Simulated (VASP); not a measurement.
EuS:

```
CELL_PARAMETERS angstrom
0.00000 2.99823 2.99823
2.99823 0.00000 2.99823
2.99823 2.99823 0.00000
ATOMIC_POSITIONS crystal
Eu 0.00000 0.00000 0.00000
S 0.50000 0.50000 0.50000
```

Base run:

```yaml
Program: VASP 6.6.1
Functional: PBE
Potentials_or_basis: VASP PAW PBE potentials, release 64 (Eu, S)
Cutoff: 600 eV
k_mesh: 8 × 8 × 8
Occupations: fermi-dirac, width 0.05 eV
Spin: collinear spin, ferromagnetic start
Starting_moments: "[7.0, 0.0] μB"
```

Its results: band gap on the k mesh zero (filled and empty bands overlap); pressure -3.5 GPa; net moment 6.98 μB per cell; site moments Eu +6.59; S -0.07 μB.

**Question.** The run is repeated on the same cell with these changes: functional from PBE to PBEsol; dispersion from none to D3(BJ). What comes out?

**Answer.** Band gap on the k mesh zero (filled and empty bands overlap); pressure -8.4 GPa; net moment 6.98 μB per cell; site moments Eu +6.60; S -0.07 μB.

Several settings changed at once.

Caveats: the cell stands under tension; spin-orbit coupling is left out, which moves the levels of the heavy elements; a cell with one magnetic atom can't hold antiferromagnetic order, which such compounds often take; semilocal functionals describe open f shells poorly, which spoils levels, moments and volumes; the PAW data sets were made with another functional, which shifts forces and pressure a little (at least some runs).
